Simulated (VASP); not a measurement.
# CO2 (Cmce) in VASP: notebook

Runs on CO2. Level: PBEsol. Tasks: relaxation of cell and atoms.

Everything below comes from runs of VASP 6.6.1. Logs are shortened: lines on timing, memory, paths and dates and some standing lists are left out, and cuts for length are marked.

### 1 The cell of the first run

The structure is orthorhombic, space group Cmce (No. 64). Conventional cell: a = 5.272 Å, b = 4.775 Å, c = 6.587 Å, α = 90.00°, β = 90.00°, γ = 90.00°. O (site symmetry m) has 1 C at 1.17 Å within 1.6 Å. Within 1.6 Å of C (site symmetry 2/m) lie 2 O at 1.17 Å.

### 2 Relaxation of cell and atoms, PBEsol, target pressure 20 GPa, at which the enthalpy is minimised

Contents of INCAR:

```
ALGO = Normal ; EDIFF = 1E-6
EDIFFG = -0.01 ; ENCUT = 600
GGA = PS ; IBRION = 2
ISIF = 3 ; ISMEAR = -1
LASPH = T ; LCHARG = F
LREAL = F ; LWAVE = F
NELM = 80 ; NSW = 60
PREC = Accurate ; PSTRESS = 200.0
SIGMA = 0.05
```

Contents of KPOINTS:

```
k-points
0
Gamma
  8 8 4
```

Contents of POSCAR:

```
CO2
1.0
    2.6359112300     -2.3873781200      0.0000000000
    2.6359112300      2.3873781200      0.0000000000
    0.0000000000      0.0000000000      6.5871749100
O C
4 2
Direct
    0.3065085700      0.6934914300      0.6081566100
    0.6934914300      0.3065085700      0.3918433900
    0.1934914300      0.8065085700      0.1081566100
    0.8065085700      0.1934914300      0.8918433900
    0.5000000000      0.5000000000      0.5000000000
    0.0000000000      0.0000000000      0.0000000000
```

Potentials or basis: VASP PAW PBE potentials, release 64 (O, C).

On the command line:

```sh
> cat potpaw_PBE.64/O/POTCAR potpaw_PBE.64/C/POTCAR > POTCAR
> mpirun -np 1 vasp_std > vasp.out
```

OUTCAR:

```text
EDIFF = 1E-6
   EDIFFG = -0.01
   ENCUT = 600
   GGA = PS
   IBRION = 2
   ISIF = 3
   ISMEAR = -1
   LASPH = T
   LREAL = F
   NELM = 80
   NSW = 60
   PREC = Accurate
   PSTRESS = 200.0

 ion  position               nearest neighbor table
   1  0.307  0.693  0.608-   5 1.17
   2  0.693  0.307  0.392-   5 1.17
   3  0.193  0.807  0.108-   6 1.17
   4  0.807  0.193  0.892-   6 1.17
   5  0.500  0.500  0.500-   1 1.17   2 1.17
   6  0.000  0.000  0.000-   3 1.17   4 1.17

  LATTYP: Found a base centered orthorhombic cell.
 ALAT       =     4.7747562400
 B/A-ratio  =     1.1041029521
 C/A-ratio  =     1.3795834968

  Lattice vectors:

 A1 = (  -2.6359112300,  -2.3873781200,   0.0000000000)
 A2 = (   2.6359112300,  -2.3873781200,   0.0000000000)
 A3 = (   0.0000000000,   0.0000000000,   6.5871749100)

Analysis of symmetry for initial positions (statically):
=====================================================================
 Subroutine PRICEL returns:
 Original cell was already a primitive cell.

 Routine SETGRP: Setting up the symmetry group for a
 base centered orthorhombic supercell.

 Subroutine GETGRP returns: Found  8 space group operations
 (whereof  4 operations were pure point group operations)
 out of a pool of  8 trial point group operations.

The static configuration has the point symmetry C_2h.
 The point group associated with its full space group is D_2h.

Analysis of symmetry for dynamics (positions and initial velocities):
=====================================================================
 Subroutine PRICEL returns:
 Original cell was already a primitive cell.

 Routine SETGRP: Setting up the symmetry group for a
 base centered orthorhombic supercell.

 Subroutine GETGRP returns: Found  8 space group operations
 (whereof  4 operations were pure point group operations)
 out of a pool of  8 trial point group operations.

The dynamic configuration has the point symmetry C_2h.
 The point group associated with its full space group is D_2h.

 Subroutine INISYM returns: Found  8 space group operations
 (whereof  4 operations are pure point group operations),
 and found     1 'primitive' translations

----------------------------------------------------------------------------------------

                                     Primitive cell

  volume of cell :      82.9051

  direct lattice vectors                    reciprocal lattice vectors
     2.635911230 -2.387378120  0.000000000     0.189687723 -0.209434775  0.000000000
     2.635911230  2.387378120  0.000000000     0.189687723  0.209434775  0.000000000
     0.000000000  0.000000000  6.587174910     0.000000000  0.000000000  0.151810148

  length of vectors
     3.556346763  3.556346763  6.587174910     0.282567439  0.282567439  0.151810148

  position of ions in fractional coordinates (direct lattice)
     0.306508570  0.693491430  0.608156610
     0.693491430  0.306508570  0.391843390
     0.193491430  0.806508570  0.108156610
     0.806508570  0.193491430  0.891843390
     0.500000000  0.500000000  0.500000000
     0.000000000  0.000000000  0.000000000

  ion indices of the primitive-cell ions
   primitive index   ion index
                 1           1
                 2           2
                 3           3
                 4           4
                 5           5
                 6           6

----------------------------------------------------------------------------------------

 KPOINTS: k-points

Automatic generation of k-mesh.
 Grid dimensions read from file:
 generate k-points for:    8    8    4

 Generating k-lattice:

  Cartesian coordinates                     Fractional coordinates (reciprocal lattice)
     0.023710965 -0.026179347  0.000000000     0.125000000  0.000000000  0.000000000
     0.023710965  0.026179347  0.000000000     0.000000000  0.125000000  0.000000000
     0.000000000  0.000000000  0.037952537     0.000000000  0.000000000  0.250000000

  Length of vectors
     0.035320930  0.035320930  0.037952537

  Shift w.r.t. Gamma in fractional coordinates (k-lattice)
     0.000000000  0.000000000  0.000000000

 Subroutine IBZKPT returns following result:
 ===========================================

 Found     63 irreducible k-points:

 Following reciprocal coordinates:
            Coordinates               Weight
  0.000000  0.000000  0.000000      1.000000
  0.125000  0.000000  0.000000      4.000000
  0.250000  0.000000  0.000000      4.000000
  0.375000 -0.000000  0.000000      4.000000
  0.500000  0.000000  0.000000      2.000000
  0.125000  0.125000  0.000000      2.000000
[... 16 lines left out ...]
  0.125000  0.000000  0.250000      8.000000
  0.250000  0.000000  0.250000      8.000000
 [... further k-points ...]
   k-points           NKPTS =     63   k-points in BZ     NKDIM =     63   number of bands    NBANDS=     20
   number of dos      NEDOS =    301   number of ions     NIONS =      6
   total plane-waves  NPLWV =  42336
   dimension x,y,z NGX =    28 NGY =   28 NGZ =   54
   dimension x,y,z NGXF=    56 NGYF=   56 NGZF=  108
   ions per type =               4   2
   NGX,Y,Z   is equivalent  to a cutoff of  13.09, 13.09, 13.63 a.u.
   NGXF,Y,Z  is equivalent  to a cutoff of  26.18, 26.18, 27.26 a.u.
 SYSTEM =  unknown system
   PREC   = accura    normal or accurate (medium, high low for compatibility)
   ISTART =      0    job   : 0-new  1-cont  2-samecut
   ICHARG =      2    charge: 1-file 2-atom 10-const
   ISPIN  =      1    spin polarized calculation?
   LNONCOLLINEAR =      F non collinear calculations
   LSORBIT =      F    spin-orbit coupling
   LASPH  =      T    aspherical Exc in radial PAW
   ENCUT  =  600.0 eV  44.10 Ry    6.64 a.u.   7.10  7.10 13.16*2*pi/ulx,y,z
   NELM   =     80;   NELMIN=  2; NELMDL= -5     # of ELM steps
   EDIFF  = 0.1E-05   stopping-criterion for ELM
   LREAL  =      F    real-space projection
   EDIFFG = -.1E-01   stopping-criterion for IOM
   NSW    =     60    number of steps for IOM
   IBRION =      2    ionic relax: 0-MD 1-quasi-New 2-CG
   NFREE  =      1    steps in history (QN), initial steepest desc. (CG)
   ISIF   =      3    stress and relaxation
   ISYM   =      2    0-nonsym 1-usesym 2-fastsym
   POTIM  = 0.5000    time-step for ionic-motion
   TEBEG  =    0.0;   TEEND  =   0.0 temperature during run
   PSTRESS=  200.0 pullay stress
   NELECT =      32.0000    total number of electrons
   NUPDOWN=      -1.0000    fix difference up-down
   EMIN   =  10.00;   EMAX   =-10.00  energy-range for DOS
   EFERMI =   0.00;   METHOD = LEGACY
   ISMEAR =    -1;   SIGMA  =   0.05  broadening in eV -4-tet -1-fermi 0-gaus
   EFERMI_NEDOS =   21; number of points for ismear=-14 and -15
   IALGO  =     38    algorithm
   IMIX   =      4    mixing-type and parameters
     AMIX     =   0.40;   BMIX     =  1.00
     AMIX_MAG =   1.60;   BMIX_MAG =  1.00
  volume/ion in A,a.u.               =      13.82        93.25
  Fermi-wavevector in a.u.,A,eV,Ry     =   1.191968  2.252492 19.330976  1.420787
  Thomas-Fermi vector in A             =   2.328017
   LORBIT       =      0    0 simple, 1 ext, 2 COOP (PROOUT), +10 PAW based schemes
   GGA     = PS    functional components
   LHFCALC =     F    Hartree Fock is set to
   AEXX    =    0.0000 exact exchange contribution
   IVDW    =     0    specifies the selected vdW correction
   LEPSILON=     F    determine dielectric tensor
   LRPA    =     F    only Hartree local field effects (RPA)
 conjugate gradient relaxation of ions
 non-spin polarized calculation
  energy-cutoff  :      600.00
  volume of cell :       82.91
 maximum number of plane-waves:      2800
   NGX = 15   NGY = 15   NGZ = 27

--------------------------------------- Ionic step        1  -------------------------------------------

 number of electron      32.0000011 magnetization

 Free energy of the ion-electron system (eV)
  ---------------------------------------------------
  ext. energy  EPLUGINS =         0.00000000
  ---------------------------------------------------
  free energy    TOTEN  =       -47.60076130 eV

  energy without entropy =      -47.60076130  energy(sigma->0) =      -47.60076130

------------------------ aborting loop because EDIFF is reached ----------------------------------------

  FORCE on cell =-STRESS in cart. coord.  units (eV):
  Direction    XX          YY          ZZ          XY          YZ          ZX
  --------------------------------------------------------------------------------------
  -------------------------------------------------------------------------------------
  Total        0.3860657      2.2332284      1.3535989      0.0000000      0.0000000      0.0000000
  in kB        7.4608898     43.1581223     26.1588946      0.0000000      0.0000000      0.0000000
  external PRESSURE =    -174.4073644 kB  Pullay stress =     200.0000000 kB
[... 109 lines left out ...]
  energy  without entropy=      -46.5168238122  energy(sigma->0) =      -46.51682381

  enthalpy is  TOTEN    =       -38.4051749229 eV   P V=        8.1116488894

 E-fermi :  -0.1533     XC(G=0):  -9.7222

 val. band max:       -1.1958858971   @ k =   0.5000   0.5000   0.0000
 cond. band min:       5.8614611185   @ k =   0.0000   0.0000   0.0000
 fundamental gap:      7.0573470156
 Fermi energy:        -0.1533320097

 k-point     1 :       0.0000    0.0000    0.0000
  band No.  band energies     occupation
      1     -23.1775      2.00000
      2     -22.8062      2.00000
      3     -21.7675      2.00000
      4     -21.5912      2.00000
      5      -7.4604      2.00000
      6      -6.6050      2.00000
[... 541 lines left out ...]
     19       7.2003      0.00000
     20       7.6679      0.00000

 [... further k-points ...]

 E-fermi :   2.7376     XC(G=0): -11.3426

 val. band max:        1.7423932007   @ k =   0.5000   0.5000   0.0000
 cond. band min:       6.6406620482   @ k =   0.0000   0.0000   0.0000
 fundamental gap:      4.8982688475
 Fermi energy:         2.7376013833

 k-point     1 :       0.0000    0.0000    0.0000
  band No.  band energies     occupation
      1     -21.2712      2.00000
      2     -20.3269      2.00000
      3     -19.2420      2.00000
      4     -18.7234      2.00000
      5      -6.1262      2.00000
      6      -4.4023      2.00000
[... 541 lines left out ...]
     19       8.8544      0.00000
     20      10.1335      0.00000

 [... further k-points ...]

[... ionic steps 4 to 49 ...]

--------------------------------------- Ionic step       50  -------------------------------------------

 number of electron      32.0000002 magnetization

------------------------ aborting loop because EDIFF is reached ----------------------------------------
[... 79 lines left out ...]
--------------------------------------- Ionic step       52  -------------------------------------------

 number of electron      32.0000001 magnetization

 Free energy of the ion-electron system (eV)
  ---------------------------------------------------
  ext. energy  EPLUGINS =         0.00000000
  ---------------------------------------------------
  free energy    TOTEN  =       -46.42885120 eV

  energy without entropy =      -46.42885120  energy(sigma->0) =      -46.42885120

 E-fermi :   1.7488     XC(G=0): -10.9112

 val. band max:        0.7761882642   @ k =   0.5000   0.5000   0.0000
 cond. band min:       5.9456569717   @ k =   0.0000   0.0000   0.0000
 fundamental gap:      5.1694687074
 Fermi energy:         1.7487914766

 k-point     1 :       0.0000    0.0000    0.0000
  band No.  band energies     occupation
      1     -21.5042      2.00000
      2     -20.7589      2.00000
      3     -19.6408      2.00000
      4     -19.2141      2.00000
      5      -6.3854      2.00000
      6      -5.1482      2.00000
[... 541 lines left out ...]
     19       7.8428      0.00000
     20       9.0503      0.00000

 [... further k-points ...]
[... 5 lines left out ...]
  --------------------------------------------------------------------------------------
  -------------------------------------------------------------------------------------
  Total        6.6014576      6.6082231      6.6036608      0.0000000      0.0000000      0.0000000
  in kB      200.5983584    200.8039429    200.6653076      0.0000000      0.0000000      0.0000000
  external PRESSURE =       0.6892030 kB  Pullay stress =     200.0000000 kB
[... 25 lines left out ...]
  energy  without entropy=      -46.4288512018  energy(sigma->0) =      -46.42885120

  enthalpy is  TOTEN    =       -39.8470848925 eV   P V=        6.5817663094

 reached required accuracy - stopping structural energy minimisation
```

Wall time 13 min (1 thread of Intel Xeon 6975P-C (Granite Rapids), shared host); peak memory 0.26 GiB.

What came out:

```yaml
Free_energy: -46.4289 eV
Relaxed_volume: 8.79 Å³/atom
Relaxed_cell: a = 3.026 Å, b = 3.026 Å, c = 5.775 Å, α = 90.00°, β = 90.00°, γ = 85.84°
Space_group_after_relaxing_to_0.1_Å: Cmce (No. 64)
Energy_change_on_relaxing_the_run_minimises_the_enthalpy: +195.3 meV/atom
Ionic_steps: 52
Pressure_after_relaxing: 20.1 GPa
Band_gap_on_the_k_mesh: 5.17 eV (least direct gap 6.45 eV)
```

Forces on the atoms (eV/Å):
```
O    0.000  0.002  0.002
O    0.000 -0.002 -0.002
O    0.000 -0.002  0.002
O    0.000  0.002 -0.002
C    0.000  0.000  0.000
C    0.000  0.000  0.000
```

Step by step:
| step | energy change (eV) | largest force (eV/Å) | pressure (GPa) | volume (Å³) |
| --- | --- | --- | --- | --- |
| 1 | 0.0000 | 0.6386 | 2.56 | 82.91 |
| 3 | 1.0839 | 7.4724 | 32.20 | 64.98 |
| 5 | 1.0482 | 5.0869 | 31.74 | 58.12 |
| 7 | 1.5981 | 2.7779 | 36.81 | 50.70 |
| 9 | 1.0737 | 0.1335 | 18.87 | 53.70 |
| 11 | 1.1035 | 0.3277 | 20.16 | 53.46 |
| 13 | 1.1465 | 0.1677 | 20.17 | 53.08 |
| 15 | 1.1930 | 0.0443 | 20.20 | 52.70 |
| 17 | 1.2050 | 0.1437 | 21.05 | 52.57 |
| 19 | 1.2260 | 0.3261 | 22.23 | 52.38 |
| 21 | 1.2245 | 0.1793 | 21.60 | 52.37 |
| 23 | 1.2257 | 0.1453 | 20.48 | 52.34 |
| 25 | 1.2187 | 0.1036 | 20.61 | 52.39 |
| 27 | 1.1932 | 0.2042 | 21.38 | 52.59 |
| 29 | 1.1933 | 0.0709 | 20.45 | 52.58 |
| 31 | 1.1806 | 0.0850 | 20.06 | 52.67 |
| 33 | 1.1506 | 0.1742 | 20.54 | 52.91 |
| 35 | 1.1549 | 0.0447 | 20.03 | 52.87 |
| 37 | 1.1501 | 0.0130 | 19.72 | 52.91 |
| 39 | 1.1613 | 0.0305 | 20.06 | 52.81 |
| 41 | 1.1644 | 0.0448 | 19.78 | 52.79 |
| 43 | 1.1658 | 0.0166 | 19.93 | 52.78 |
| 45 | 1.1832 | 0.0173 | 20.28 | 52.64 |
| 47 | 1.1740 | 0.0213 | 20.01 | 52.71 |
| 49 | 1.1732 | 0.0347 | 19.93 | 52.72 |
| 51 | 1.1727 | 0.0186 | 19.99 | 52.72 |
| 52 | 1.1719 | 0.0025 | 20.07 | 52.73 |

Final structure:
```
CELL_PARAMETERS angstrom
2.21564 -2.06049 0.00000
2.21564 2.06049 0.00000
0.00000 0.00000 5.77463
ATOMIC_POSITIONS crystal
O 0.27288 0.72712 0.62014
O 0.72712 0.27288 0.37986
O 0.22712 0.77288 0.12014
O 0.77288 0.22712 0.87986
C 0.50000 0.50000 0.50000
C 0.00000 0.00000 0.00000
```

Caveat: the cell is relaxed towards a set pressure, so the run minimises the enthalpy, not the energy; the volume moved by over 15 % at a fixed basis, so the end points are rough; this functional lacks dispersion, which holds the molecules together, so the pressure and a relaxed volume are unreliable; the PAW data sets were made with another functional, which shifts forces and pressure a little. A k mesh can miss the band edges.

### 3 Relaxation of cell and atoms, PBEsol, target pressure 30 GPa, at which the enthalpy is minimised

Contents of INCAR:

```
PREC = Accurate ; ENCUT = 600
EDIFF = 1E-7 ; ISMEAR = -1
SIGMA = 0.05 ; LREAL = F
LASPH = T ; NELM = 100
ALGO = Normal ; ISIF = 3
LWAVE = F ; LCHARG = F
GGA = PS ; IBRION = 2
NSW = 60 ; EDIFFG = -0.01
PSTRESS = 300.0
```

Contents of KPOINTS:

```
regular mesh
0
Gamma
  8 8 4
```

POSCAR is that of step 2.

Potentials or basis: VASP PAW PBE potentials, release 64 (O, C).

On the command line:

```sh
> cat potpaw_PBE.64/O/POTCAR potpaw_PBE.64/C/POTCAR > POTCAR
> mpirun -np 1 vasp_std > vasp.out
```

Run time: 15 min. Hardware: 1 thread of Intel Xeon 6975P-C (Granite Rapids), shared host; peak memory 0.25 GiB.

It converged, with:

| Item | Value |
| --- | --- |
| Free energy | -45.7963 eV |
| Relaxed volume | 8.10 Å³/atom |
| Relaxed cell | a = 2.937 Å, b = 2.937 Å, c = 5.647 Å, α = 90.00°, β = 90.00°, γ = 86.27° |
| Space group after relaxing (to 0.1 Å) | Cmce (No. 64) |
| Energy change on relaxing (the run minimises the enthalpy) | +300.7 meV/atom |
| Ionic steps | 39 |
| Pressure after relaxing | 30.0 GPa |
| Largest force after relaxing | 0.009 eV/Å |
| Band gap on the k mesh | 4.71 eV (least direct gap 6.14 eV) |

Forces on the atoms (eV/Å):
```
O    0.000 -0.003  0.008
O    0.000  0.003 -0.008
O    0.000  0.003  0.008
O    0.000 -0.003 -0.008
C    0.000  0.000  0.000
C    0.000  0.000  0.000
```

Stress tensor (GPa, compression positive):
```
29.87  0.00  0.00
 0.00 29.98  0.00
 0.00  0.00 30.04
```

Step by step:
```tsv
step	energy change (eV)	largest force (eV/Å)	pressure (GPa)	volume (Å³)
1	0.0000	0.6385	2.57	82.91
2	3.4842	15.5585	70.86	57.63
3	1.5234	9.6342	39.07	65.34
4	1.3773	8.2464	38.47	61.70
5	1.6810	4.7437	42.94	51.58
6	7.7253	0.7478	121.97	34.67
7	2.3815	5.2244	56.13	47.86
8	2.9765	4.0135	63.42	44.74
9	2.7507	4.4295	60.70	45.78
10	2.0810	1.4562	40.08	47.59
11	1.8410	0.0455	29.97	48.63
12	1.8519	0.0683	30.50	48.57
13	1.8459	0.0778	30.47	48.59
14	1.8282	0.1057	30.39	48.66
15	1.7949	0.1619	30.24	48.80
16	1.7355	0.2730	30.00	49.07
17	1.6449	0.4884	29.76	49.60
18	1.7080	0.3382	29.92	49.21
19	1.6943	0.1209	28.33	49.27
20	1.6926	0.1296	28.09	49.28
21	1.7085	0.1243	28.37	49.19
22	1.7578	0.1071	29.22	48.90
23	1.8633	0.0713	31.08	48.32
24	1.8378	0.0791	30.64	48.46
25	1.8322	0.1550	29.84	48.48
26	1.8309	0.1887	29.63	48.49
27	1.8304	0.1572	29.75	48.49
28	1.8295	0.0632	30.10	48.49
29	1.8306	0.1290	30.83	48.49
30	1.8295	0.0158	30.30	48.49
31	1.8266	0.0185	30.24	48.50
32	1.8182	0.0277	30.06	48.55
33	1.8014	0.0464	29.70	48.64
34	1.8076	0.0394	29.83	48.60
35	1.8059	0.0186	29.91	48.61
36	1.8045	0.0116	29.97	48.62
37	1.8045	0.0112	29.97	48.62
38	1.8045	0.0103	29.97	48.62
39	1.8044	0.0087	29.96	48.62
```

Final structure:
```
CELL_PARAMETERS angstrom
2.14353 -2.00839 0.00000
2.14353 2.00839 0.00000
0.00000 0.00000 5.64677
ATOMIC_POSITIONS crystal
O 0.26706 0.73294 0.62214
O 0.73294 0.26706 0.37786
O 0.23294 0.76706 0.12214
O 0.76706 0.23294 0.87786
C 0.50000 0.50000 0.50000
C 0.00000 0.00000 0.00000
```

Levels at points of the mesh, in eV from the valence-band top:
```tsv
k point	band 14	band 15	band 16	band 17	band 18	band 19
(0.00, 0.00, 0.00)	-2.59	-1.74	-1.43	4.71	5.89	6.30
(0.50, 0.00, 0.00)	-1.71	-0.65	-0.65	5.96	5.96	8.45
(0.50, 0.50, 0.00)	-2.33	-1.15	0.00	6.57	9.03	9.40
(0.00, 0.00, 0.50)	-2.05	-1.96	-1.96	5.50	5.50	7.29
(0.50, 0.00, 0.50)	-1.90	-0.55	-0.55	6.22	6.22	8.58
(0.50, 0.50, 0.50)	-2.17	-1.05	-1.05	8.11	8.11	9.20
```

Caveat: the cell is relaxed towards a set pressure, so the run minimises the enthalpy, not the energy; the volume moved by over 15 % at a fixed basis, so the end points are rough; this functional lacks dispersion, which holds the molecules together, so the pressure and a relaxed volume are unreliable; the PAW data sets were made with another functional, which shifts forces and pressure a little.
